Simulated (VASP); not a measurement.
# Mg12H (a cell with a defect) in VASP: a series of runs, part 2 of 2

VASP 6.6.1. The steps go on from the part before.

**3. Single point, LDA**

Contents of INCAR:

```
SYSTEM = Mg12H
ALGO = Normal
EDIFF = 1E-6
ENCUT = 520
GGA = CA
ISIF = 2
ISMEAR = -1
LASPH = .True.
LCHARG = .True.
LELF = .True.
LREAL = .False.
LVHAR = .True.
LWAVE = .False.
NBANDS = 24
NELM = 80
PREC = Accurate
SIGMA = 0.05
```

Contents of KPOINTS:

```
k-points
0
Gamma
  3 2 3
  0 0 0
```

Contents of POSCAR:

```
Mg12H
1.0
    6.4200000000      0.0000000000      0.0000000000
   -4.8150000000      8.3398250000      0.0000000000
    0.0000000000      0.0000000000      5.2130400000
Mg H
12 1
Direct
   -0.0069158415      0.0011630939     -0.0006905759
    0.1832744072      0.2058196665      0.4429852831
    0.0409096766      0.3383883954     -0.0055629729
    0.1220165283      0.5311622246      0.5058276936
   -0.0116525146      0.6981081737      0.0257239538
    0.1478309763      0.8976687161      0.5042930804
    0.5343661399      0.0431423921     -0.0053519635
    0.6648173896      0.2290815455      0.4326650093
    0.5061061821      0.3211218461      0.0257623191
    0.5839974771      0.5318097202      0.4853406074
    0.5041961026      0.6403611587      0.0151543054
    0.6684495872      0.8788673623      0.4894073324
    0.0697695990      0.6903262359      0.6703765941
```

Potentials or basis: VASP PAW LDA potentials, release 64 (Mg, H).

Started as:

```bash
> cat potpaw_LDA.64/Mg/POTCAR potpaw_LDA.64/H/POTCAR > POTCAR
> mpirun -np 1 vasp_std > vasp.out
```

It took 58 s on 1 thread of Intel Xeon Platinum 8488C (Sapphire Rapids), shared host; peak memory 0.29 GiB.

It converged, with:

```
Free energy   : -23.2697 eV
Pressure      : -0.4 GPa
Largest force : 1.462 eV/Å
```

Forces in eV/Å, atoms in the order of the input:
```
Mg  -0.061  0.055 -0.302
Mg  -0.669  0.079  0.809
Mg  -0.242 -0.087 -0.212
Mg   0.027  0.326 -0.048
Mg   0.564 -0.457 -0.218
Mg   0.510 -0.217  0.176
Mg   0.102 -1.055 -0.538
Mg   0.485 -0.173  1.368
Mg  -0.287  0.735 -1.199
Mg   0.576  0.122  0.549
Mg  -0.637  0.493 -0.408
Mg  -0.289  0.075  0.154
H   -0.080  0.105 -0.131
```

Stress tensor (GPa, compression positive):
```
-0.57 -0.21  0.72
-0.21 -0.07  0.48
 0.72  0.48 -0.48
```

Levels at points of the mesh, in eV from the Fermi level:
```
           k point  band 9  band 10  band 11  band 12  band 13  band 14  band 15  band 16
(0.00, 0.00, 0.00)   -1.39    -1.00    -0.12     0.05     0.25     0.47     0.59     1.31
(0.00, 0.50, 0.00)   -1.38    -1.19    -0.91    -0.80    -0.32    -0.10     1.03     1.76
```

Caveat: the k points lie up to 0.40 Å⁻¹ apart.

**4. Single point, LDA**

Contents of INCAR:

```
ALGO = Normal
EDIFF = 1E-6
ENCUT = 520
GGA = CA
ISIF = 2
ISMEAR = -1
LASPH = True
LCHARG = False
LREAL = False
LWAVE = False
NBANDS = 24
NELM = 60
PREC = Accurate
SIGMA = 0.05
```

Contents of KPOINTS:

```
k-points
0
Gamma
  3 2 3
```

Contents of POSCAR:

```
Mg12H
1.0
    6.4200000000      0.0000000000      0.0000000000
   -4.8150000000      8.3398250000      0.0000000000
    0.0000000000      0.0000000000      5.2130400000
Mg H
12 1
Direct
   -0.0105698087      0.0063430588     -0.0244387152
    0.1796798819      0.1874859484      0.4926492028
    0.0235781060      0.3439400707     -0.0384804260
    0.0770899120      0.5230565390      0.4566817059
   -0.0141245065      0.6816449985      0.0122385403
    0.1278587399      0.9012779045      0.5214615656
    0.5234602694      0.0462959355     -0.0607323174
    0.6617352334      0.2056158253      0.4618226601
    0.5298661679      0.3450552020     -0.0517931955
    0.5828469296      0.5442320432      0.5168385433
    0.4758701713      0.6407448598      0.0013236039
    0.6270330937      0.8503535746      0.4707809647
    0.0327847762      0.6891751326      0.6544933475
```

Started as:

```bash
> cat potpaw_LDA.64/Mg/POTCAR potpaw_LDA.64/H/POTCAR > POTCAR
> mpirun -np 1 vasp_std > vasp.out
```

It took 50 s on 1 thread of Intel Xeon Platinum 8488C (Sapphire Rapids), shared host; peak memory 0.29 GiB.

It converged, with:

* Free energy: -23.2977 eV
* Pressure: -0.6 GPa
* Largest force: 1.384 eV/Å

Forces in eV/Å, atoms in the order of the input:
```
Mg  -0.194 -0.060  0.496
Mg  -0.776  1.065 -0.351
Mg  -0.017 -0.347  0.046
Mg   0.220  0.445  0.235
Mg   0.064  0.037  0.008
Mg   0.788 -1.047 -0.445
Mg   0.071 -0.874  0.489
Mg   0.061  0.058 -0.321
Mg  -0.120 -0.097  0.580
Mg   0.484 -0.278 -0.482
Mg  -0.229  0.503  0.044
Mg  -0.366  0.707  0.073
H    0.016 -0.112 -0.373
```

Stress tensor (GPa, compression positive):
```
-2.18 -0.73  0.33
-0.73  0.96  0.01
 0.33  0.01 -0.68
```

Levels at points of the mesh, in eV from the Fermi level:
```tsv
k point	band 9	band 10	band 11	band 12	band 13	band 14	band 15	band 16	band 17	band 18
(0.00, 0.00, 0.00)	-1.39	-0.88	-0.04	0.05	0.20	0.37	0.61	1.22	1.71	1.79
(0.00, 0.50, 0.00)	-1.44	-1.19	-0.89	-0.81	-0.38	-0.08	1.07	1.72	1.93	2.16
```

Caveat: the k points lie up to 0.40 Å⁻¹ apart.

**5. Single point, LDA**

Contents of INCAR:

```
ALGO = Normal
EDIFF = 1E-7
ENCUT = 520
ISIF = 2
ISMEAR = -1
LASPH = T
LCHARG = T
LELF = T
LREAL = F
LVHAR = T
LWAVE = F
NBANDS = 24
NELM = 80
PREC = Accurate
SIGMA = 0.05
```

KPOINTS is that of step 4.

Contents of POSCAR:

```
Mg12H
1.0
    6.4200000000      0.0000000000      0.0000000000
   -4.8150000000      8.3398250000      0.0000000000
    0.0000000000      0.0000000000      5.2130400000
Mg H
12 1
Direct
   -0.0042789449      0.0092687796      0.0227506407
    0.1722597803      0.2159517736      0.5248760800
    0.0215416886      0.3415779108     -0.0520809355
    0.0520789480      0.5259702692      0.4213472369
   -0.0061367375      0.6656494591     -0.0015537959
    0.1125766305      0.8657615717      0.5089544680
    0.5034453671      0.0108035840     -0.0384612433
    0.6330881096      0.1810229831      0.4528068075
    0.5338745411      0.3480528668     -0.0546705953
    0.5916439443      0.5463663806      0.5123306171
    0.4601376416      0.6820526810      0.0235179473
    0.6115364890      0.8763373332      0.4624173227
   -0.0556779218      0.6665727398      0.6543207035
```

Potentials or basis: VASP PAW LDA potentials, release 64 (Mg, H).

Started as:

```bash
> cat potpaw_LDA.64/Mg/POTCAR potpaw_LDA.64/H/POTCAR > POTCAR
> mpirun -np 1 vasp_std > vasp.out
```

OUTCAR:

```text
EDIFF = 1E-7
   ENCUT = 520
   ISIF = 2
   ISMEAR = -1
   LASPH = T
   LREAL = F
   NELM = 80
   PREC = Accurate

 ion  position               nearest neighbor table
   1  0.996  0.009  0.023-   2 3.12  12 3.13   2 3.14   3 3.14   6 3.15   7 3.18   7 3.27   6 3.27
                            11 3.30   5 3.31   9 3.39  12 3.62
   2  0.172  0.216  0.525-   3 2.90  10 2.97   9 2.98   1 3.12   1 3.14   8 3.16   6 3.20   8 3.33
                            12 3.46   4 3.48   3 3.55   9 3.63
[... 522 lines left out ...]
  energy-cutoff  :      520.00
  volume of cell :      279.11
      direct lattice vectors                 reciprocal lattice vectors
     6.420000000  0.000000000  0.000000000     0.155763240  0.089929945  0.000000000
    -4.815000000  8.339825000  0.000000000     0.000000000  0.119906593  0.000000000
     0.000000000  0.000000000  5.213040000     0.000000000  0.000000000  0.191826650

 POSITION                                       TOTAL-FORCE (eV/Angst)
 -----------------------------------------------------------------------------------
      6.34790      0.07730      0.11860        -0.004897     -0.069799     -0.110753
      0.06610      1.80100      2.73620        -0.256069     -0.327751     -0.469216
     -1.50640      2.84870      4.94154        -0.135511     -0.143936      0.144875
     -2.19820      4.38650      2.19650         0.490867     -0.175153      0.865727
      3.17550      5.55140      5.20494        -0.519319      0.404772     -0.044363
     -3.44590      7.22030      2.65320         0.020408      0.634555     -0.278766
      3.18010      0.09010      5.01254        -0.136793     -0.140252     -0.057422
      3.19280      1.50970      2.36050        -0.087039      0.625724      0.080767
      1.75160      2.90270      4.92804        -0.027592     -0.347894      0.641873
      1.16760      4.55660      2.67080        -0.044082      0.281499     -0.339039
     -0.33000      5.68820      0.12260         0.522026     -0.289015     -0.505601
     -0.29350      7.30850      2.41060         0.257828      0.020692      0.520660
      2.85300      5.55910      3.41100        -0.079826     -0.473441     -0.448742
 -----------------------------------------------------------------------------------
    total drift:                               -0.000130     -0.000023      0.000115

  FREE ENERGIE OF THE ION-ELECTRON SYSTEM (eV)
  ---------------------------------------------------
  free  energy   TOTEN  =       -23.5398720099 eV

  energy  without entropy=      -23.4737745152  energy(sigma->0) =      -23.50682326
```

OSZICAR:

```text
N       E                     dE             d eps       ncg     rms          rms(c)
DAV:   1     0.163759558363E+02    0.16376E+02   -0.72872E+03   480   0.741E+02
DAV:   2    -0.222216296020E+02   -0.38598E+02   -0.36414E+02   592   0.865E+01
DAV:   3    -0.242396129575E+02   -0.20180E+01   -0.19757E+01   640   0.167E+01
DAV:   4    -0.242627353930E+02   -0.23122E-01   -0.23091E-01   552   0.196E+00
DAV:   5    -0.242629580024E+02   -0.22261E-03   -0.22260E-03   664   0.214E-01    0.419E+00
DAV:   6    -0.236851665458E+02    0.57779E+00   -0.64030E-01   608   0.279E+00    0.216E+00
DAV:   7    -0.235497240069E+02    0.13544E+00   -0.49655E-01   576   0.242E+00    0.684E-01
DAV:   8    -0.235438089304E+02    0.59151E-02   -0.67379E-02   584   0.112E+00    0.386E-01
DAV:   9    -0.235401030392E+02    0.37059E-02   -0.40110E-03   632   0.270E-01    0.886E-02
DAV:  10    -0.235398857247E+02    0.21731E-03   -0.11195E-03   568   0.129E-01    0.157E-02
DAV:  11    -0.235398738439E+02    0.11881E-04   -0.10622E-04   640   0.405E-02    0.969E-03
DAV:  12    -0.235398719516E+02    0.18922E-05   -0.15921E-05   560   0.178E-02    0.266E-03
DAV:  13    -0.235398720678E+02   -0.11615E-06   -0.26135E-06   608   0.562E-03    0.109E-03
DAV:  14    -0.235398720099E+02    0.57843E-07   -0.99732E-08   392   0.142E-03
   1 F= -.23539872E+02 E0= -.23506823E+02  d E =-.660975E-01
```

Wall time 63 s (1 thread of Intel Xeon Platinum 8488C (Sapphire Rapids), shared host); peak memory 0.29 GiB.

Results:

| Quantity | Value |
| --- | --- |
| Free energy | -23.5399 eV |
| Pressure | -0.9 GPa |
| Largest force | 1.011 eV/Å |

Forces on the atoms (eV/Å):
```
Mg  -0.005 -0.070 -0.111
Mg  -0.256 -0.328 -0.469
Mg  -0.136 -0.144  0.145
Mg   0.491 -0.175  0.866
Mg  -0.519  0.405 -0.044
Mg   0.020  0.635 -0.279
Mg  -0.137 -0.140 -0.057
Mg  -0.087  0.626  0.081
Mg  -0.028 -0.348  0.642
Mg  -0.044  0.281 -0.339
Mg   0.522 -0.289 -0.506
Mg   0.258  0.021  0.521
H   -0.080 -0.473 -0.449
```

Caveat: the k points lie up to 0.40 Å⁻¹ apart.
